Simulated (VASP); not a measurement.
Input of a VASP 6.6.1 run:

The input INCAR:

```
SYSTEM = InAs
PREC     = Accurate       ! precision mode
ENCUT    = 520            ! plane-wave cutoff, eV
EDIFF    = 1E-7           ! SCF threshold, eV
ISMEAR   = 0              ! smearing method
SIGMA    = 0.1            ! smearing width, eV
LREAL    = .False.        ! projectors in reciprocal space
LASPH    = .True.         ! aspherical terms in the spheres
NELM     = 60             ! most SCF steps
ALGO     = Normal         ! electronic algorithm
ISIF     = 2              ! what is computed and relaxed
LWAVE    = .False.        ! write WAVECAR
LCHARG   = .False.        ! write CHGCAR
GGA      = PS             ! functional
ISYM     = 0            
NBANDS   = 16             ! bands
```

The input KPOINTS:

```
Automatic mesh
0
Gamma
  6 5 25
  0 0 0
```

The input POSCAR:

```
InAs
1.0
    6.0874659240      0.0000000000      0.0000000000
   -3.0437329620      6.8059938083      0.0000000000
    3.0437329620      2.7223975233      1.3611987617
In As
1 1
Direct
    0.0000000000      0.0000000000      0.0000000000
    0.7500000000      0.5000000000      0.5000000000
```

Potentials or basis: VASP PAW PBE potentials, release 64 (In_d, As).

Run with:

```bash
$ cat potpaw_PBE.64/In_d/POTCAR potpaw_PBE.64/As/POTCAR > POTCAR
$ mpirun -np 1 vasp_std > vasp.out
```

(1) Estimate the band gap on the k mesh.

(2) Predict the pressure.

Answers

(1) zero (filled and empty bands touch).

(2) 0.1 GPa.

Caveat: the k points lie up to 0.57 Å⁻¹ apart; the PAW data sets were made with another functional, which shifts forces and pressure a little; spin-orbit coupling is left out, which moves the levels of the heavy elements.
